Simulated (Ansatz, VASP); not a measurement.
## One calculation of PbSe, two programs

```
CELL_PARAMETERS angstrom
5.34946 0.00000 0.00000
0.00000 5.34946 0.00000
0.00000 0.00000 4.22127
ATOMIC_POSITIONS crystal
Pb 0.50000 0.00000 0.31825
Pb 0.00000 0.50000 0.68175
Se 0.00000 0.00000 0.00000
Se 0.50000 0.50000 0.00000
```

Alike in both runs: functional PBE; k mesh 8 × 8 × 6; occupations gaussian, width 0.05 eV; no spin polarisation.

Ansatz relaxed the structure, and its values are those at the end. VASP's run is a single point on that final structure, the one shown.

|  | VASP | Ansatz |
| --- | --- | --- |
| version | VASP 6.6.1 | Ansatz 0.2.0 |
| potentials or method | VASP PAW PBE potentials, release 64 (Pb_d, Se), cutoff 520 eV | scalar-relativistic, plane waves, PAW |
| valence electrons in the cell | 40 | 60 |

Ansatz gave:

| Property | Result |
| --- | --- |
| gap on the k mesh at the Fermi level (eV) | 0.48 |
| least direct gap on the mesh (eV) | 0.92 |
| pressure (GPa) | 0.0 |
| rms of the force components (eV/Å) | 0.002 |

Question: What did VASP give for the same quantities?

Answer: gap on the k mesh at the Fermi level (eV): 0.47; least direct gap on the mesh (eV): 0.92; pressure (GPa): 0.0; rms of the force components (eV/Å): 0.004.

VASP's potentials hold 40 valence electrons a cell and Ansatz's 60, so a difference there can come from the potentials and not from the codes.

Spin-orbit coupling is off throughout.
